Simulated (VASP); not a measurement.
# NiGe15 (F-43m) in VASP: single point with PBEsol+U

Aim: the single point of NiGe15 with PBEsol+U.

Program: VASP 6.6.1. These are calculated values, not measurements. Logs are shortened: lines on timing, memory, paths and dates and some standing lists are left out, and cuts for length are marked.

## Step 1: The cell of the first run

It takes space group F-43m (No. 216, cubic). The conventional cell has a = 11.315 Å, b = 11.315 Å, c = 11.315 Å, α = 90.00°, β = 90.00°, γ = 90.00°. Ni (site symmetry -43m) has 4 Ge at 2.27 Å within 3.0 Å. Ge (site symmetry 2mm) has 4 Ge at 2.47 to 2.49 Å within 3.3 Å. Within 3.3 Å of Ge (site symmetry -43m) lie 4 Ge at 2.49 Å. Within 3.0 Å of Ge (site symmetry 3m) lie 1 Ni at 2.27 Å and 3 Ge at 2.49 Å. Within 3.3 Å of Ge (site symmetry 3m) lie 4 Ge at 2.47 to 2.49 Å.

## Step 2: Single point, PBEsol+U

Contents of INCAR:

```
PREC     = Accurate       # precision mode
ENCUT    = 590            # plane-wave cutoff, eV
EDIFF    = 1E-6           # SCF threshold, eV
ISMEAR   = 0              # smearing method
SIGMA    = 0.05           # smearing width, eV
LREAL    = Auto         
LASPH    = T              # aspherical terms in the spheres
NELM     = 200            # most SCF steps
ALGO     = Normal         # electronic algorithm
ISIF     = 2              # what is computed and relaxed
LWAVE    = F              # write WAVECAR
LCHARG   = F              # write CHGCAR
LMAXMIX  = 4              # l up to which the mixer works
LDAU     = T              # DFT+U
LDAUTYPE = 2            
LDAUL    = 2 -1           # shell
LDAUU    = 5 0            # U, eV
LDAUJ    = 0 0          
LDAUPRINT= 1            
GGA      = PS             # functional
NBANDS   = 128            # bands
GGA_COMPAT= F
```

Contents of KPOINTS:

```
regular mesh
0
Gamma
  3 3 3
```

Contents of POSCAR:

```
NiGe15
1.0
    0.0000000000      5.6575400000      5.6575400000
    5.6575400000      0.0000000000      5.6575400000
    5.6575400000      5.6575400000      0.0000000000
Ni Ge
1 15
Direct
    1.0000000000      0.0000000000      0.0000000000
    0.0045283752      0.0045283752      0.4954716248
    0.0045283752      0.4954716248      0.0045283752
    0.0045283752      0.4954716248      0.4954716248
    0.4954716248      0.0045283752      0.0045283752
    0.4954716248      0.0045283752      0.4954716248
    0.4954716248      0.4954716248      0.0045283752
    0.5000000000      0.5000000000      0.5000000000
    0.1156763553      0.1156763553      0.1156763553
    0.1156763553      0.1156763553      0.6529709342
    0.1156763553      0.6529709342      0.1156763553
    0.1193427411      0.6268857530      0.6268857530
    0.6529709342      0.1156763553      0.1156763553
    0.6268857530      0.1193427411      0.6268857530
    0.6268857530      0.6268857530      0.1193427411
    0.6268857530      0.6268857530      0.6268857530
```

Potentials or basis: VASP PAW PBE potentials, release 64 (Ni_sv_GW, Ge_d).

Command:

```
$ cat potpaw_PBE.64/Ni_sv_GW/POTCAR potpaw_PBE.64/Ge_d/POTCAR > POTCAR
$ mpirun -np 1 vasp_std > vasp.out
```

OUTCAR:

```text
PREC = Accurate
   ENCUT = 590
   EDIFF = 1E-6
   ISMEAR = 0
   LREAL = Auto
   LASPH = T
   NELM = 200
   ISIF = 2
   GGA = PS

 ion  position               nearest neighbor table
   1  0.000  0.000  0.000-  10 2.27  11 2.27  13 2.27   9 2.27
   2  0.005  0.005  0.495-  12 2.47  14 2.47   9 2.49  10 2.49
   3  0.005  0.495  0.005-  12 2.47  15 2.47   9 2.49  11 2.49
   4  0.005  0.495  0.495-  16 2.47  12 2.47  10 2.49  11 2.49
   5  0.495  0.005  0.005-  14 2.47  15 2.47   9 2.49  13 2.49
   6  0.495  0.005  0.495-  16 2.47  14 2.47  10 2.49  13 2.49
[... 8 lines left out ...]
  15  0.627  0.627  0.119-   3 2.47   5 2.47   7 2.47   8 2.49
  16  0.627  0.627  0.627-   4 2.47   6 2.47   7 2.47   8 2.49

  LATTYP: Found a face centered cubic cell.
 ALAT       =    11.3150800000

  Lattice vectors:

 A1 = (   0.0000000000,   5.6575400000,   5.6575400000)
 A2 = (   5.6575400000,   0.0000000000,   5.6575400000)
 A3 = (   5.6575400000,   5.6575400000,   0.0000000000)

Analysis of symmetry for initial positions (statically):
=====================================================================
 Subroutine PRICEL returns:
 Original cell was already a primitive cell.

 Routine SETGRP: Setting up the symmetry group for a
 face centered cubic supercell.

 Subroutine GETGRP returns: Found 24 space group operations
 (whereof 24 operations were pure point group operations)
 out of a pool of 48 trial point group operations.

The static configuration has the point symmetry T_d .

Analysis of symmetry for dynamics (positions and initial velocities):
=====================================================================
 Subroutine PRICEL returns:
 Original cell was already a primitive cell.

 Routine SETGRP: Setting up the symmetry group for a
 face centered cubic supercell.

 Subroutine GETGRP returns: Found 24 space group operations
 (whereof 24 operations were pure point group operations)
 out of a pool of 48 trial point group operations.

The dynamic configuration has the point symmetry T_d .

 Subroutine INISYM returns: Found 24 space group operations
 (whereof 24 operations are pure point group operations),
 and found     1 'primitive' translations

----------------------------------------------------------------------------------------

                                     Primitive cell

  volume of cell :     362.1704

  direct lattice vectors                    reciprocal lattice vectors
     0.000000000  5.657540000  5.657540000    -0.088377634  0.088377634  0.088377634
     5.657540000  0.000000000  5.657540000     0.088377634 -0.088377634  0.088377634
     5.657540000  5.657540000  0.000000000     0.088377634  0.088377634 -0.088377634

  length of vectors
     8.000969798  8.000969798  8.000969798     0.153074553  0.153074553  0.153074553

  position of ions in fractional coordinates (direct lattice)
     0.000000000  0.000000000  0.000000000
     0.004528375  0.004528375  0.495471625
     0.004528375  0.495471625  0.004528375
     0.004528375  0.495471625  0.495471625
     0.495471625  0.004528375  0.004528375
     0.495471625  0.004528375  0.495471625
[... 8 lines left out ...]
     0.626885753  0.626885753  0.119342741
     0.626885753  0.626885753  0.626885753

  ion indices of the primitive-cell ions
   primitive index   ion index
                 1           1
                 2           2
                 3           3
                 4           4
                 5           5
                 6           6
[... 8 lines left out ...]
                15          15
                16          16

----------------------------------------------------------------------------------------

 KPOINTS: regular mesh

Automatic generation of k-mesh.
 Grid dimensions read from file:
 generate k-points for:    3    3    3

 Generating k-lattice:

  Cartesian coordinates                     Fractional coordinates (reciprocal lattice)
    -0.029459211  0.029459211  0.029459211     0.333333333  0.000000000  0.000000000
     0.029459211 -0.029459211  0.029459211     0.000000000  0.333333333  0.000000000
     0.029459211  0.029459211 -0.029459211     0.000000000  0.000000000  0.333333333

  Length of vectors
     0.051024851  0.051024851  0.051024851

  Shift w.r.t. Gamma in fractional coordinates (k-lattice)
     0.000000000  0.000000000  0.000000000

 Subroutine IBZKPT returns following result:
 ===========================================

 Found      4 irreducible k-points:

 Following reciprocal coordinates:
            Coordinates               Weight
  0.000000  0.000000  0.000000      1.000000
  0.333333  0.000000  0.000000      8.000000
  0.333333  0.333333  0.000000      6.000000
 -0.333333  0.333333  0.000000     12.000000
   k-points           NKPTS =      4   k-points in BZ     NKDIM =      4   number of bands    NBANDS=    128
   number of dos      NEDOS =    301   number of ions     NIONS =     16
   total plane-waves  NPLWV = 262144
   dimension x,y,z NGX =    64 NGY =   64 NGZ =   64
   dimension x,y,z NGXF=   128 NGYF=  128 NGZF=  128
   ions per type =               1  15
   NGX,Y,Z   is equivalent  to a cutoff of  13.30, 13.30, 13.30 a.u.
   NGXF,Y,Z  is equivalent  to a cutoff of  26.60, 26.60, 26.60 a.u.
 SYSTEM =  unknown system
   PREC   = accura    normal or accurate (medium, high low for compatibility)
   ISTART =      0    job   : 0-new  1-cont  2-samecut
   ICHARG =      2    charge: 1-file 2-atom 10-const
   ISPIN  =      1    spin polarized calculation?
   LNONCOLLINEAR =      F non collinear calculations
   LSORBIT =      F    spin-orbit coupling
   LASPH  =      T    aspherical Exc in radial PAW
   ENCUT  =  590.0 eV  43.36 Ry    6.59 a.u.  15.85 15.85 15.85*2*pi/ulx,y,z
   NELM   =    200;   NELMIN=  2; NELMDL= -5     # of ELM steps
   EDIFF  = 0.1E-05   stopping-criterion for ELM
   LREAL  =      T    real-space projection
   EDIFFG = 0.1E-04   stopping-criterion for IOM
   NSW    =      0    number of steps for IOM
   IBRION =     -1    ionic relax: 0-MD 1-quasi-New 2-CG
   NFREE  =      0    steps in history (QN), initial steepest desc. (CG)
   ISIF   =      2    stress and relaxation
   ISYM   =      2    0-nonsym 1-usesym 2-fastsym
   POTIM  = 0.5000    time-step for ionic-motion
   TEBEG  =    0.0;   TEEND  =   0.0 temperature during run
   PSTRESS=    0.0 pullay stress
   NELECT =     228.0000    total number of electrons
   NUPDOWN=      -1.0000    fix difference up-down
   EMIN   =  10.00;   EMAX   =-10.00  energy-range for DOS
   EFERMI =   0.00;   METHOD = LEGACY
   ISMEAR =     0;   SIGMA  =   0.05  broadening in eV -4-tet -1-fermi 0-gaus
   EFERMI_NEDOS =   21; number of points for ismear=-14 and -15
   IALGO  =     38    algorithm
   IMIX   =      4    mixing-type and parameters
     AMIX     =   0.40;   BMIX     =  1.00
     AMIX_MAG =   1.60;   BMIX_MAG =  1.00
  volume/ion in A,a.u.               =      22.64       152.75
  Fermi-wavevector in a.u.,A,eV,Ry     =   1.403079  2.651435 26.784849  1.968631
  Thomas-Fermi vector in A             =   2.525777
   LORBIT       =      0    0 simple, 1 ext, 2 COOP (PROOUT), +10 PAW based schemes
 LDA+U is selected, type is set to LDAUTYPE =  2
   angular momentum for each species LDAUL =     2   -1
   U (eV)           for each species LDAUU =   5.0  0.0
   J (eV)           for each species LDAUJ =   0.0  0.0
   GGA     = PS    functional components
   LHFCALC =     F    Hartree Fock is set to
   AEXX    =    0.0000 exact exchange contribution
   IVDW    =     0    specifies the selected vdW correction
   LEPSILON=     F    determine dielectric tensor
   LRPA    =     F    only Hartree local field effects (RPA)
 non-spin polarized calculation
 Gauss-broadening in eV      SIGMA  =   0.05
  energy-cutoff  :      590.00
  volume of cell :      362.17
 maximum number of plane-waves:     11806
   NGX = 31   NGY = 31   NGZ = 31

atom =   1  type =  1  l = 2

 onsite density matrix

spin component  1

  0.7723 -0.0000  0.0000 -0.0000  0.0000
 -0.0000  0.7723 -0.0000 -0.0000  0.0000
  0.0000 -0.0000  0.8545 -0.0000  0.0000
 -0.0000 -0.0000 -0.0000  0.7723 -0.0000
  0.0000  0.0000  0.0000 -0.0000  0.8545

spin component  2

  0.7723 -0.0000  0.0000 -0.0000  0.0000
 -0.0000  0.7723 -0.0000 -0.0000  0.0000
  0.0000 -0.0000  0.8545 -0.0000  0.0000
 -0.0000 -0.0000 -0.0000  0.7723 -0.0000
  0.0000  0.0000  0.0000 -0.0000  0.8545

 occupancies and eigenvectors

  o =  0.7723  v =  1.0000  0.0000  0.0000  0.0000  0.0000  0.0000  0.0000  0.0000  0.0000  0.0000      0.0000  0.0000  0.0000  0.0000  0.0000  0.0000  0.0000  0.0000  0.0000  0.0000
  o =  0.7723  v =  0.0000 -0.2747 -0.0000 -0.9615 -0.0000  0.0000  0.0000  0.0000  0.0000  0.0000      0.0000  0.0000  0.0000  0.0000  0.0000  0.0000  0.0000  0.0000  0.0000  0.0000
  o =  0.7723  v =  0.0000  0.0000  0.0000  0.0000  0.0000  1.0000  0.0000  0.0000  0.0000  0.0000      0.0000  0.0000  0.0000  0.0000  0.0000  0.0000  0.0000  0.0000  0.0000  0.0000
  o =  0.7723  v =  0.0000  0.0000  0.0000  0.0000  0.0000  0.0000 -0.2747 -0.0000 -0.9615 -0.0000      0.0000  0.0000  0.0000  0.0000  0.0000  0.0000  0.0000  0.0000  0.0000  0.0000
  o =  0.7723  v =  0.0000  0.9615 -0.0000 -0.2747 -0.0000  0.0000  0.0000  0.0000  0.0000  0.0000      0.0000  0.0000  0.0000  0.0000  0.0000  0.0000  0.0000  0.0000  0.0000  0.0000
  o =  0.7723  v =  0.0000  0.0000  0.0000  0.0000  0.0000  0.0000  0.9615 -0.0000 -0.2747 -0.0000      0.0000  0.0000  0.0000  0.0000  0.0000  0.0000  0.0000  0.0000  0.0000  0.0000
  o =  0.8545  v =  0.0000  0.0000 -0.9850  0.0000  0.1726  0.0000  0.0000  0.0000  0.0000  0.0000      0.0000  0.0000  0.0000  0.0000  0.0000  0.0000  0.0000  0.0000  0.0000  0.0000
  o =  0.8545  v =  0.0000  0.0000  0.0000  0.0000  0.0000  0.0000  0.0000 -0.9850  0.0000  0.1726      0.0000  0.0000  0.0000  0.0000  0.0000  0.0000  0.0000  0.0000  0.0000  0.0000
  o =  0.8545  v =  0.0000  0.0000  0.0000  0.0000  0.0000  0.0000  0.0000  0.1726 -0.0000  0.9850      0.0000  0.0000  0.0000  0.0000  0.0000  0.0000  0.0000  0.0000  0.0000  0.0000
  o =  0.8545  v =  0.0000  0.0000  0.1726 -0.0000  0.9850  0.0000  0.0000  0.0000  0.0000  0.0000      0.0000  0.0000  0.0000  0.0000  0.0000  0.0000  0.0000  0.0000  0.0000  0.0000

 number of electron     227.9999954 magnetization

 Free energy of the ion-electron system (eV)
  ---------------------------------------------------
  ext. energy  EPLUGINS =         0.00000000
  ---------------------------------------------------
  free energy    TOTEN  =       -76.09467462 eV

  energy without entropy =      -76.07794550  energy(sigma->0) =      -76.08631006

 E-fermi :   3.8823     XC(G=0): -10.1269

 val. band max:        3.8822900335   @ k =   0.3333   0.0000   0.0000
 cond. band min:       4.0540583682   @ k =   0.0000   0.0000   0.0000
 fundamental gap:      0.1717683347
 Fermi energy:         3.8822964158

 k-point     1 :       0.0000    0.0000    0.0000
  band No.  band energies     occupation
      1     -97.1264      2.00000
      2     -57.7307      2.00000
      3     -57.7307      2.00000
      4     -57.7307      2.00000
      5     -20.2954      2.00000
      6     -20.2954      2.00000
[... 505 lines left out ...]
    125       7.8469      0.00000
    126       7.9887      0.00000
 [bands above 126 left out]

------------------------ aborting loop because EDIFF is reached ----------------------------------------

  FORCE on cell =-STRESS in cart. coord.  units (eV):
  Direction    XX          YY          ZZ          XY          YZ          ZX
  --------------------------------------------------------------------------------------
  -------------------------------------------------------------------------------------
  Total       -2.5623236     -2.5623236     -2.5623236     -0.0000000      0.0000000      0.0000000
  in kB      -11.3352647    -11.3352647    -11.3352647     -0.0000000      0.0000000      0.0000000
  external PRESSURE =     -11.3352647 kB  Pullay stress =       0.0000000 kB

 VOLUME and BASIS-vectors are now :
 -----------------------------------------------------------------------------
  energy-cutoff  :      590.00
  volume of cell :      362.17
      direct lattice vectors                 reciprocal lattice vectors
     0.000000000  5.657540000  5.657540000    -0.088377634  0.088377634  0.088377634
     5.657540000  0.000000000  5.657540000     0.088377634 -0.088377634  0.088377634
     5.657540000  5.657540000  0.000000000     0.088377634  0.088377634 -0.088377634

 POSITION                                       TOTAL-FORCE (eV/Angst)
 -----------------------------------------------------------------------------------
      0.00000      0.00000      0.00000         0.000000      0.000000      0.000000
      2.82877      2.82877      0.05124         0.000000      0.000000      0.017303
      2.82877      0.05124      2.82877         0.000000      0.017303      0.000000
      5.60630      2.82877      2.82877        -0.017303      0.000000      0.000000
      0.05124      2.82877      2.82877         0.017303      0.000000      0.000000
      2.82877      5.60630      2.82877         0.000000     -0.017303      0.000000
[... 8 lines left out ...]
      4.22182      4.22182      7.09326         0.001354      0.001354     -0.001354
      7.09326      7.09326      7.09326        -0.001354     -0.001354     -0.001354
 -----------------------------------------------------------------------------------
    total drift:                                0.000000      0.000000     -0.000001

  FREE ENERGIE OF THE ION-ELECTRON SYSTEM (eV)
  ---------------------------------------------------
  free  energy   TOTEN  =       -76.0946746233 eV

  energy  without entropy=      -76.0779455022  energy(sigma->0) =      -76.08631006
```

Wall time 9.3 min (1 thread of Intel Xeon Platinum 8488C (Sapphire Rapids), shared host); peak memory 0.63 GiB.

Results:

- Free energy: -76.0947 eV
- Pressure: -1.1 GPa
- Largest force: 0.032 eV/Å
- Band gap on the k mesh: zero (bands 114 and 115 overlap by 0.96 eV)

Forces on the atoms (eV/Å):
```
Ni   0.000  0.000  0.000
Ge   0.000  0.000  0.017
Ge   0.000  0.017  0.000
Ge  -0.017  0.000  0.000
Ge   0.017  0.000  0.000
Ge   0.000 -0.017  0.000
Ge   0.000  0.000 -0.017
Ge   0.000  0.000  0.000
Ge  -0.018 -0.018 -0.018
Ge   0.018  0.018 -0.018
Ge   0.018 -0.018  0.018
Ge  -0.001  0.001  0.001
Ge  -0.018  0.018  0.018
Ge   0.001 -0.001  0.001
Ge   0.001  0.001 -0.001
Ge  -0.001 -0.001 -0.001
```

Levels at points of the mesh, in eV from the Fermi level:
```
           k point  band 111  band 112  band 113  band 114  band 115  band 116
(0.00, 0.00, 0.00)      0.17      0.17      0.17      0.83      1.02      1.02
```

Eigenvalues of the final occupation matrices:
```
    site  spin  trace               eigenvalues
site 1 d     1   4.03  0.77 0.77 0.77 0.85 0.85
site 1 d     2   4.03  0.77 0.77 0.77 0.85 0.85
```

Caveat: the PAW data sets were made with another functional, which shifts forces and pressure a little; U without spin polarisation on a metal has little footing; the U is typed as a test and isn't derived for this compound.

The gap in the log of VASP goes by the Fermi energy; the results here count the filled bands.